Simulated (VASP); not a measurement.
A run of VASP 6.6.1:

POSCAR

```
Ti
1.0
    4.5673748306      0.0000000000      0.0000000000
   -2.2836874153      3.9554626319      0.0000000000
    0.0000000000      0.0000000000      2.8262442700
Ti
3
Direct
    0.0000000000      0.0000000000      0.0000000000
    0.3333333333      0.6666666667      0.5000000000
    0.6666666667      0.3333333333      0.5000000000
```

Contents of INCAR.step1:

```
ALGO     = Normal         # electronic algorithm
EDIFF    = 1E-4           # SCF threshold, eV
ENCUT    = 520            # plane-wave cutoff, eV
GGA      = PE             # functional
ISMEAR   = -5             # smearing method
LASPH    = T              # aspherical terms in the spheres
LCHARG   = F              # write CHGCAR
LMAXMIX  = 4              # l up to which the mixer works
LREAL    = F              # projectors in reciprocal space
LWAVE    = T              # write WAVECAR
NELM     = 100            # most SCF steps
PREC     = Accurate       # precision mode
SIGMA    = 0.08           # smearing width, eV
```

The input INCAR.step2:

```
ALGO     = Normal         # electronic algorithm
EDIFF    = 1E-6           # SCF threshold, eV
ENCUT    = 520            # plane-wave cutoff, eV
ISIF     = 2              # what is computed and relaxed
ISMEAR   = -1             # smearing method
ISTART   = 1            
LASPH    = T              # aspherical terms in the spheres
LCHARG   = F              # write CHGCAR
LMAXMIX  = 4              # l up to which the mixer works
LMIXTAU  = T            
LORBIT   = 10             # projections on sites
LREAL    = F              # projectors in reciprocal space
LWAVE    = F              # write WAVECAR
METAGGA  = R2SCAN         # meta-GGA
NELM     = 100            # most SCF steps
PREC     = Accurate       # precision mode
SIGMA    = 0.08           # smearing width, eV
```

KPOINTS

```
k-points
0
Gamma
  8 8 12
```

Potentials or basis: VASP PAW PBE potentials, release 64 (Ti_sv).

Command:

```console
$ cat potpaw_PBE.64/Ti_sv/POTCAR > POTCAR
$ cp INCAR.step1 INCAR
$ mpirun -np 1 vasp_std > vasp.out
$ cp INCAR.step2 INCAR
$ mpirun -np 1 vasp_std > vasp.out
```

Hardware: 1 thread of Intel(R) Xeon(R) Platinum 8259CL CPU @ 2.50GHz (Skylake/Cascade Lake), with other jobs on the host.

Estimate the wall time of this run.

It took 4.8 min on 1 thread of Intel(R) Xeon(R) Platinum 8259CL CPU @ 2.50GHz (Skylake/Cascade Lake), with other jobs on the host, peak memory 0.21 GiB. Counts: k points 70.
